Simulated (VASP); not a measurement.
# AlN (P1) in VASP: single point with r2SCAN

Aim: the single point of AlN with r2SCAN.

All numbers are computed with VASP 6.6.1; they aren't measurements. Logs are shortened: lines on timing, memory, paths and dates and some standing lists are left out, and cuts for length are marked.

### Step 1. The cell of the first run

The typed cell holds 8 atoms: a = 2.977 Å, b = 3.117 Å, c = 10.085 Å, α = 90.15°, β = 93.26°, γ = 119.52°.

### Step 2. Single point, r2SCAN (atoms moved at random and the cell strained at random)

Contents of POSCAR:

```
AlN
1.0
    2.9758842879     -0.0274468192     -0.0873676677
   -1.5117117866      2.7262146494     -0.0031904442
   -0.2800118922     -0.1734721232     10.0797620702
Al N
4 4
Direct
    0.3291207074      0.6575092503      0.0050904838
    0.3462819886      0.6585447853      0.5136170591
    0.6642081982      0.3476550148      0.2380122828
    0.6731790823      0.3393535578      0.7392250973
    0.3157330898      0.6479658636      0.1893080125
    0.3092182485      0.6547700664      0.6969414391
    0.6755850960      0.3482711677      0.4415143056
    0.6866735893      0.3459302942      0.9462913199
```

Contents of INCAR.step1:

```
ALGO = Normal
EDIFF = 1E-4
ENCUT = 520
GGA = PE
ISMEAR = 0
LASPH = True
LCHARG = False
LREAL = False
LWAVE = True
NBANDS = 26
NELM = 100
PREC = Accurate
SIGMA = 0.05
```

Contents of INCAR.step2:

```
ALGO = Normal
EDIFF = 1E-7
ENCUT = 520
ISIF = 2
ISMEAR = 0
ISTART = 1
LASPH = True
LCHARG = False
LMIXTAU = True
LREAL = False
LWAVE = False
METAGGA = R2SCAN
NBANDS = 26
NELM = 100
PREC = Accurate
SIGMA = 0.05
```

Contents of KPOINTS:

```
k-points
0
Gamma
  12 12 2
```

Potentials or basis: VASP PAW PBE potentials, release 64 (Al, N).

Launch:

```
$ cat potpaw_PBE.64/Al/POTCAR potpaw_PBE.64/N/POTCAR > POTCAR
$ cp INCAR.step1 INCAR
$ mpirun -np 1 vasp_std > vasp.out
$ cp INCAR.step2 INCAR
$ mpirun -np 1 vasp_std > vasp.out
```

OUTCAR:

```text
EDIFF = 1E-7
   ENCUT = 520
   ISIF = 2
   ISMEAR = 0
   ISTART = 1
   LASPH = True
   LREAL = False
   METAGGA = R2SCAN
   NELM = 100
   PREC = Accurate

 ion  position               nearest neighbor table
   1  0.329  0.658  0.005-   8 1.73   5 1.86   8 1.88   8 1.98   3 2.85   3 2.96   3 3.00   4 3.08
                             4 3.24   4 3.31
   2  0.346  0.659  0.514-   7 1.84   7 1.85   6 1.86   7 2.03   4 2.80   4 2.88   4 2.96   3 3.19
                             3 3.28
   3  0.664  0.348  0.238-   5 1.76   5 1.79   5 1.94   7 2.05   1 2.85   1 2.96   1 3.00   2 3.19
                             2 3.28
   4  0.673  0.339  0.739-   6 1.73   6 1.82   6 1.89   8 2.09   2 2.80   2 2.88   2 2.96   1 3.08
                             1 3.24   1 3.31
   5  0.316  0.648  0.189-   3 1.76   3 1.79   1 1.86   3 1.94
   6  0.309  0.655  0.697-   4 1.73   4 1.82   2 1.86   4 1.89
   7  0.676  0.348  0.442-   2 1.84   2 1.85   2 2.03   3 2.05
   8  0.687  0.346  0.946-   1 1.73   1 1.88   1 1.98   4 2.09

  LATTYP: Found a triclinic cell.
 ALAT       =     3.0717014319
 B/A-ratio  =     0.9692651083
 C/A-ratio  =     3.2832431444
 COS(alpha) =     0.0569220959
 COS(beta)  =     0.0578126182
 COS(gamma) =     0.4692050871

  Lattice vectors:

 A1 = (   1.4641725013,   2.6987678302,  -0.0905581119)
 A2 = (   2.9758842879,  -0.0274468192,  -0.0873676677)
 A3 = (   0.2800118922,   0.1734721232, -10.0797620702)

Analysis of symmetry for initial positions (statically):
=====================================================================
 Subroutine PRICEL returns:
 Original cell was already a primitive cell.

 Routine SETGRP: Setting up the symmetry group for a
 triclinic supercell.

 Subroutine GETGRP returns: Found  1 space group operations
 (whereof  1 operations were pure point group operations)
 out of a pool of  2 trial point group operations.

The static configuration has the point symmetry C_1 .

Analysis of symmetry for dynamics (positions and initial velocities):
=====================================================================
 Subroutine PRICEL returns:
 Original cell was already a primitive cell.

 Routine SETGRP: Setting up the symmetry group for a
 triclinic supercell.

 Subroutine GETGRP returns: Found  1 space group operations
 (whereof  1 operations were pure point group operations)
 out of a pool of  2 trial point group operations.

The dynamic configuration has the point symmetry C_1 .

 Subroutine INISYM returns: Found  1 space group operations
 (whereof  1 operations are pure point group operations),
 and found     1 'primitive' translations

----------------------------------------------------------------------------------------

                                     Primitive cell

  volume of cell :      81.2666

  direct lattice vectors                    reciprocal lattice vectors
     2.975884288 -0.027446819 -0.087367668     0.338134539  0.187513567  0.012620344
    -1.511711787  2.726214649 -0.003190444     0.003590815  0.368807660  0.006446910
    -0.280011892 -0.173472123 10.079762070     0.002931962  0.001742034  0.099320120

  length of vectors
     2.977293021  3.117295145 10.085142668     0.386853431  0.368881480  0.099378656

  position of ions in fractional coordinates (direct lattice)
     0.329120707  0.657509250  0.005090484
     0.346281989  0.658544785  0.513617059
     0.664208198  0.347655015  0.238012283
     0.673179082  0.339353558  0.739225097
     0.315733090  0.647965864  0.189308012
     0.309218249  0.654770066  0.696941439
     0.675585096  0.348271168  0.441514306
     0.686673589  0.345930294  0.946291320

  ion indices of the primitive-cell ions
   primitive index   ion index
                 1           1
                 2           2
                 3           3
                 4           4
                 5           5
                 6           6
                 7           7
                 8           8

----------------------------------------------------------------------------------------

 KPOINTS: k-points

Automatic generation of k-mesh.
 Grid dimensions read from file:
 generate k-points for:   12   12    2

 Generating k-lattice:

  Cartesian coordinates                     Fractional coordinates (reciprocal lattice)
     0.028177878  0.015626131  0.001051695     0.083333333  0.000000000 -0.000000000
     0.000299235  0.030733972  0.000537242    -0.000000000  0.083333333  0.000000000
     0.001465981  0.000871017  0.049660060     0.000000000  0.000000000  0.500000000

  Length of vectors
     0.032237786  0.030740123  0.049689328

  Shift w.r.t. Gamma in fractional coordinates (k-lattice)
     0.000000000  0.000000000  0.000000000

 Subroutine IBZKPT returns following result:
 ===========================================

 Found    148 irreducible k-points:

 Following reciprocal coordinates:
            Coordinates               Weight
  0.000000  0.000000  0.000000      1.000000
  0.083333  0.000000 -0.000000      2.000000
  0.166667  0.000000  0.000000      2.000000
  0.250000  0.000000 -0.000000      2.000000
  0.333333  0.000000  0.000000      2.000000
  0.416667 -0.000000  0.000000      2.000000
[... 16 lines left out ...]
  0.250000  0.166667 -0.000000      2.000000
  0.333333  0.166667  0.000000      2.000000
 [... further k-points ...]
   k-points           NKPTS =    148   k-points in BZ     NKDIM =    148   number of bands    NBANDS=     26
   number of dos      NEDOS =    301   number of ions     NIONS =      8
   total plane-waves  NPLWV =  46080
   dimension x,y,z NGX =    24 NGY =   24 NGZ =   80
   dimension x,y,z NGXF=    48 NGYF=   48 NGZF=  160
   ions per type =               4   4
   NGX,Y,Z   is equivalent  to a cutoff of  13.40, 12.80, 13.19 a.u.
   NGXF,Y,Z  is equivalent  to a cutoff of  26.80, 25.60, 26.37 a.u.
 SYSTEM =  unknown system
   PREC   = accura    normal or accurate (medium, high low for compatibility)
   ISTART =      1    job   : 0-new  1-cont  2-samecut
   ICHARG =      0    charge: 1-file 2-atom 10-const
   ISPIN  =      1    spin polarized calculation?
   LNONCOLLINEAR =      F non collinear calculations
   LSORBIT =      F    spin-orbit coupling
   LASPH  =      T    aspherical Exc in radial PAW
   ENCUT  =  520.0 eV  38.22 Ry    6.18 a.u.   5.54  5.80 18.75*2*pi/ulx,y,z
   NELM   =    100;   NELMIN=  2; NELMDL=  0     # of ELM steps
   EDIFF  = 0.1E-06   stopping-criterion for ELM
   LREAL  =      F    real-space projection
   EDIFFG = 0.1E-05   stopping-criterion for IOM
   NSW    =      0    number of steps for IOM
   IBRION =     -1    ionic relax: 0-MD 1-quasi-New 2-CG
   NFREE  =      0    steps in history (QN), initial steepest desc. (CG)
   ISIF   =      2    stress and relaxation
   ISYM   =      2    0-nonsym 1-usesym 2-fastsym
   POTIM  = 0.5000    time-step for ionic-motion
   TEBEG  =    0.0;   TEEND  =   0.0 temperature during run
   PSTRESS=    0.0 pullay stress
   NELECT =      32.0000    total number of electrons
   NUPDOWN=      -1.0000    fix difference up-down
   EMIN   =  10.00;   EMAX   =-10.00  energy-range for DOS
   EFERMI =   0.00;   METHOD = LEGACY
   ISMEAR =     0;   SIGMA  =   0.05  broadening in eV -4-tet -1-fermi 0-gaus
   EFERMI_NEDOS =   21; number of points for ismear=-14 and -15
   IALGO  =     38    algorithm
   IMIX   =      4    mixing-type and parameters
     AMIX     =   0.40;   BMIX     =  1.00
     AMIX_MAG =   1.60;   BMIX_MAG =  1.00
  volume/ion in A,a.u.               =      10.16        68.55
  Fermi-wavevector in a.u.,A,eV,Ry     =   1.199925  2.267530 19.589944  1.439820
  Thomas-Fermi vector in A             =   2.335775
   LORBIT       =      0    0 simple, 1 ext, 2 COOP (PROOUT), +10 PAW based schemes
   METAGGA = R2SCAN    functional components
   LHFCALC =     F    Hartree Fock is set to
   AEXX    =    0.0000 exact exchange contribution
   IVDW    =     0    specifies the selected vdW correction
   LEPSILON=     F    determine dielectric tensor
   LRPA    =     F    only Hartree local field effects (RPA)
 non-spin polarized calculation
 Gauss-broadening in eV      SIGMA  =   0.05
  energy-cutoff  :      520.00
  volume of cell :       81.27
 maximum number of plane-waves:      2208
 NGX is ok and might be reduce to    24
   NGX = 11   NGY = 11   NGZ = 37

 number of electron      31.9999998 magnetization

 Free energy of the ion-electron system (eV)
  ---------------------------------------------------
  ext. energy  EPLUGINS =         0.00000000
  ---------------------------------------------------
  free energy    TOTEN  =       -75.31905734 eV

  energy without entropy =      -75.31905734  energy(sigma->0) =      -75.31905734

 E-fermi :   6.8793     XC(G=0): -11.5215

 val. band max:        6.6330098674   @ k =   0.0000   0.0000   0.0000
 cond. band min:      10.8245739842   @ k =   0.0000   0.0000   0.0000
 fundamental gap:      4.1915641168
 Fermi energy:         6.8793082971

 k-point     1 :       0.0000    0.0000    0.0000
  band No.  band energies     occupation
      1     -10.5156      2.00000
      2      -9.7054      2.00000
      3      -8.4287      2.00000
      4      -7.7020      2.00000
      5      -0.1754      2.00000
      6       2.2040      2.00000
[... 18 lines left out ...]
     25      18.3656      0.00000
     26      18.5628      0.00000

 k-point     2 :       0.0833    0.0000   -0.0000
  band No.  band energies     occupation
      1     -10.4233      2.00000
      2      -9.6156      2.00000
      3      -8.3408      2.00000
      4      -7.6390      2.00000
      5      -0.0584      2.00000
      6       2.2265      2.00000
[... 18 lines left out ...]
     25      18.0040      0.00000
[... 608 lines left out ...]
     25      17.7886      0.00000
     26      18.3503      0.00000

 k-point    24 :       0.3333    0.1667    0.0000
  band No.  band energies     occupation
      1      -8.8228      2.00000
      2      -8.0058      2.00000
      3      -6.9069      2.00000
      4      -6.7518      2.00000
      5       0.0506      2.00000
      6       0.9881      2.00000
[... 18 lines left out ...]
     25      17.7140      0.00000
     26      18.1491      0.00000

 [... further k-points ...]

------------------------ aborting loop because EDIFF is reached ----------------------------------------

  FORCE on cell =-STRESS in cart. coord.  units (eV):
  Direction    XX          YY          ZZ          XY          YZ          ZX
  --------------------------------------------------------------------------------------
  -------------------------------------------------------------------------------------
  Total       16.9597381      0.3452496     -1.2892393      3.2826444      1.8273881      3.7354895
  in kB      334.3625866      6.8066227    -25.4174548     64.7175961     36.0271024     73.6454720
  external PRESSURE =     105.2505849 kB  Pullay stress =       0.0000000 kB

 VOLUME and BASIS-vectors are now :
 -----------------------------------------------------------------------------
  energy-cutoff  :      520.00
  volume of cell :       81.27
      direct lattice vectors                 reciprocal lattice vectors
     2.975884288 -0.027446819 -0.087367668     0.338134539  0.187513567  0.012620344
    -1.511711787  2.726214649 -0.003190444     0.003590815  0.368807660  0.006446910
    -0.280011892 -0.173472123 10.079762070     0.002931962  0.001742034  0.099320120

 POSITION                                       TOTAL-FORCE (eV/Angst)
 -----------------------------------------------------------------------------------
     -0.01596      1.78259      0.02046         1.820227      1.709839     -1.007448
     -0.10885      1.69673      5.14478        -0.390953      1.027220     -3.363002
      1.38441      0.88826      2.33997         0.572791     -1.929210      2.961539
      1.28331      0.77844      7.39132        -1.457862     -1.589684      3.973475
     -0.09296      1.72499      1.87853        -0.226560      2.159529     -0.428184
     -0.26478      1.65566      6.99590         1.877468      1.755672     -1.284867
      1.36035      0.85433      4.39022        -0.050796     -1.196062      0.719998
      1.25554      0.76008      9.47729        -2.144316     -1.937304     -1.571511
 -----------------------------------------------------------------------------------
    total drift:                                0.000523     -0.000805     -0.007771

  FREE ENERGIE OF THE ION-ELECTRON SYSTEM (eV)
  ---------------------------------------------------
  free  energy   TOTEN  =       -75.3190573365 eV

  energy  without entropy=      -75.3190573365  energy(sigma->0) =      -75.31905734
```

Run time: 33 min. Hardware: 1 thread of Oxide Virtual Turin-like, shared host; peak memory 0.33 GiB.

Results:

```
Free energy            : -75.3191 eV
Pressure               : 10.5 GPa
Largest force          : 4.521 eV/Å
Band gap on the k mesh : 4.19 eV
```

Forces on the atoms (eV/Å):
```
Al   1.820  1.710 -1.007
Al  -0.391  1.027 -3.363
Al   0.573 -1.929  2.962
Al  -1.458 -1.590  3.973
N   -0.227  2.160 -0.428
N    1.877  1.756 -1.285
N   -0.051 -1.196  0.720
N   -2.144 -1.937 -1.572
```

Caveat: the cell differs from its parent crystal (atoms moved at random and the cell strained at random); the stress differs along the axes, from -3 to 33 GPa; the PAW data sets were made with another functional, which shifts forces and pressure a little.
